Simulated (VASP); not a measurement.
# Si2BBr (P4mm) in VASP: further runs, part 2 of 2

VASP 6.6.1. The steps go on from the part before.

## (4) Relaxation of cell and atoms, PBE

This run uses another cell than the first one, of 21.77 Å³/atom.

Input file INCAR:

```
ALGO = Fast
EDIFF = 1E-6
EDIFFG = -0.01
ENCUT = 600
GGA = PE
IBRION = 2
ISIF = 3
ISMEAR = 0
LASPH = True
LCHARG = False
LREAL = False
LWAVE = False
NELM = 100
NSW = 100
PREC = Accurate
SIGMA = 0.1
```

Input file KPOINTS:

```
k-points
0
Gamma
  12 12 8
```

Input file POSCAR:

```
Si2BBr
1.0
    3.8458726227      0.0000000000      0.0000000000
    0.0000000000      3.8458726227      0.0000000000
    0.0000000000      0.0000000000      5.8884222158
Si B Br
2 1 1
Direct
    0.5000000000      0.0000000000      0.2883366645
    0.0000000000      0.5000000000      0.2883366645
    0.0000000000      0.0000000000      0.2096504558
    0.5000000000      0.5000000000      0.6564343451
```

Potentials or basis: VASP PAW PBE potentials, release 64 (Si, B, Br).

Started as:

```bash
$ cat potpaw_PBE.64/Si/POTCAR potpaw_PBE.64/B/POTCAR potpaw_PBE.64/Br/POTCAR > POTCAR
$ mpirun -np 1 vasp_std > vasp.out
```

OUTCAR:

```text
EDIFF = 1E-6
   EDIFFG = -0.01
   ENCUT = 600
   GGA = PE
   IBRION = 2
   ISIF = 3
   ISMEAR = 0
   LASPH = True
   LREAL = False
   NELM = 100
   NSW = 100
   PREC = Accurate

 ion  position               nearest neighbor table
   1  0.500  0.000  0.288-   3 1.98   3 1.98   2 2.72   2 2.72   2 2.72   2 2.72   4 2.90   4 2.90

   2  0.000  0.500  0.288-   3 1.98   3 1.98   1 2.72   1 2.72   1 2.72   1 2.72   4 2.90   4 2.90

   3  0.000  0.000  0.210-   1 1.98   2 1.98   2 1.98   1 1.98
   4  0.500  0.500  0.656-   1 2.90   2 2.90   1 2.90   2 2.90

  LATTYP: Found a simple tetragonal cell.
 ALAT       =     3.8458726227
 C/A-ratio  =     1.5311017274

  Lattice vectors:

 A1 = (   3.8458726227,   0.0000000000,   0.0000000000)
 A2 = (   0.0000000000,   3.8458726227,   0.0000000000)
 A3 = (   0.0000000000,   0.0000000000,   5.8884222158)

Analysis of symmetry for initial positions (statically):
=====================================================================
 Subroutine PRICEL returns:
 Original cell was already a primitive cell.

 Routine SETGRP: Setting up the symmetry group for a
 simple tetragonal supercell.

 Subroutine GETGRP returns: Found  8 space group operations
 (whereof  8 operations were pure point group operations)
 out of a pool of 16 trial point group operations.

The static configuration has the point symmetry C_4v.

Analysis of symmetry for dynamics (positions and initial velocities):
=====================================================================
 Subroutine PRICEL returns:
 Original cell was already a primitive cell.

 Routine SETGRP: Setting up the symmetry group for a
 simple tetragonal supercell.

 Subroutine GETGRP returns: Found  8 space group operations
 (whereof  8 operations were pure point group operations)
 out of a pool of 16 trial point group operations.

The dynamic configuration has the point symmetry C_4v.

 Subroutine INISYM returns: Found  8 space group operations
 (whereof  8 operations are pure point group operations),
 and found     1 'primitive' translations

----------------------------------------------------------------------------------------

[... 145 lines left out ...]
  free energy    TOTEN  =       -16.45020962 eV

  energy without entropy =      -16.44355562  energy(sigma->0) =      -16.44688262

------------------------ aborting loop because EDIFF is reached ----------------------------------------

  FORCE on cell =-STRESS in cart. coord.  units (eV):
  Direction    XX          YY          ZZ          XY          YZ          ZX
  --------------------------------------------------------------------------------------
  -------------------------------------------------------------------------------------
  Total        0.1993981      0.1993981     -0.0421552      0.0000000      0.0000000      0.0000000
  in kB        3.6681147      3.6681147     -0.7754850      0.0000000      0.0000000      0.0000000
  external PRESSURE =       2.1869148 kB  Pullay stress =       0.0000000 kB
[... 215 lines left out ...]
--------------------------------------- Ionic step        7  -------------------------------------------

 number of electron      18.0000002 magnetization

 Free energy of the ion-electron system (eV)
  ---------------------------------------------------
  ext. energy  EPLUGINS =         0.00000000
  ---------------------------------------------------
  free energy    TOTEN  =       -16.45103831 eV

  energy without entropy =      -16.44461500  energy(sigma->0) =      -16.44782665

 E-fermi :   3.5180     XC(G=0):  -8.6524

 val. band max:        3.5118769041   @ k =   0.2500   0.1667   0.1250
 cond. band min:       3.5387179787   @ k =   0.4167   0.0833   0.3750
 fundamental gap:      0.0268410745
 Fermi energy:         3.5179951573

 k-point     1 :       0.0000    0.0000    0.0000
  band No.  band energies     occupation
      1     -12.2185      2.00000
      2      -8.8172      2.00000
      3      -1.9616      2.00000
      4      -1.7398      2.00000
      5      -1.7398      2.00000
      6       0.5438      2.00000
      7       1.1067      2.00000
      8       1.1067      2.00000
      9       1.7547      2.00000
     10       3.6568      0.04961
     11       6.3555      0.00000
     12       6.5696      0.00000
     13       7.4571      0.00000
[... 354 lines left out ...]
  band No.  band energies     occupation
      1     -11.7541      2.00000
      2      -6.9588      2.00000
      3      -5.1884      2.00000
      4      -4.0167      2.00000
      5      -1.4834      2.00000
      6      -0.5991      2.00000
      7      -0.2431      2.00000
      8       1.5366      2.00000
      9       2.4334      2.00000
     10       4.4425      0.00000
     11       5.2806      0.00000
     12       7.3240      0.00000
     13       8.6668      0.00000

 [... further k-points ...]

------------------------ aborting loop because EDIFF is reached ----------------------------------------

  FORCE on cell =-STRESS in cart. coord.  units (eV):
  Direction    XX          YY          ZZ          XY          YZ          ZX
  --------------------------------------------------------------------------------------
  -------------------------------------------------------------------------------------
  Total        0.0028468      0.0028468      0.0131628      0.0000000      0.0000000      0.0000000
  in kB        0.0521809      0.0521809      0.2412684      0.0000000      0.0000000      0.0000000
  external PRESSURE =       0.1152101 kB  Pullay stress =       0.0000000 kB
[... 19 lines left out ...]
  FREE ENERGIE OF THE ION-ELECTRON SYSTEM (eV)
  ---------------------------------------------------
  free  energy   TOTEN  =       -16.4510383050 eV

  energy  without entropy=      -16.4446149974  energy(sigma->0) =      -16.44782665

 reached required accuracy - stopping structural energy minimisation
```

Run time: 11 min. Hardware: 1 thread of Oxide Virtual Turin-like, shared host; peak memory 0.36 GiB.

What came out:

```
Free energy                           : -16.4510 eV
Relaxed volume                        : 21.85 Å³/atom
Relaxed cell                          : a = 3.859 Å, b = 3.859 Å, c = 5.870 Å, α = 90.00°, β = 90.00°, γ = 90.00°
Space group after relaxing (to 0.1 Å) : P4mm (No. 99)
Energy gained by relaxing             : 0.2 meV/atom
Ionic steps                           : 7
Pressure after relaxing               : 0.0 GPa
Largest force after relaxing          : 0.004 eV/Å
Band gap on the k mesh                : zero (bands 9 and 10 overlap by 0.19 eV)
```

Forces in eV/Å, atoms in the order of the input:
```
Si   0.000  0.000 -0.003
Si   0.000  0.000 -0.003
B    0.000  0.000  0.004
Br   0.000  0.000  0.002
```

Step by step:
| step | energy change (eV) | largest force (eV/Å) | pressure (GPa) | volume (Å³) |
| --- | --- | --- | --- | --- |
| 1 | 0.0000 | 0.0196 | 0.22 | 87.09 |
| 2 | -0.0005 | 0.0390 | -0.05 | 87.47 |
| 3 | -0.0005 | 0.0396 | -0.04 | 87.48 |
| 4 | -0.0006 | 0.0312 | -0.03 | 87.44 |
| 5 | -0.0008 | 0.0132 | 0.02 | 87.36 |
| 6 | -0.0008 | 0.0158 | 0.03 | 87.35 |
| 7 | -0.0008 | 0.0039 | 0.01 | 87.41 |

Final structure:
```
Si B Br
1.0
     3.85882    0.00000    0.00000
     0.00000    3.85882    0.00000
     0.00000    0.00000    5.87015
Si B Br
2 1 1
Direct
  0.50000 0.00000 0.28784
  0.00000 0.50000 0.28784
  0.00000 0.00000 0.21137
  0.50000 0.50000 0.65572
```

## (5) Summary

```tsv
task	cell	k mesh	cutoff (eV)	smearing	gap on the mesh (eV)	pressure (GPa)	relaxed volume (Å³/atom)	largest force (eV/Å)
single point	a = 3.859, b = 3.859, c = 5.896 Å, 4 atoms, atomic positions A	12 × 12 × 8	520	gaussian 0.1 eV	none	0.0	-	0.01
relaxation of cell and atoms	relaxed from a = 3.828, b = 3.828, c = 6.081 Å, 4 atoms, atomic positions B	10 × 10 × 6	600	gaussian 0.02 eV	none	0.0	21.61	0.01
relaxation of cell and atoms	relaxed from a = 3.846, b = 3.846, c = 5.888 Å, 4 atoms, atomic positions C	12 × 12 × 8	600	gaussian 0.1 eV	none	0.0	21.85	-
```

Alike in all rows: level PBE; potentials or basis VASP PAW PBE potentials, release 64 (Si, B, Br); no spin polarisation.

Absolute energies hang on the potentials; compare differences alone.

The gap in the log of VASP goes by the Fermi energy; the results here count the filled bands.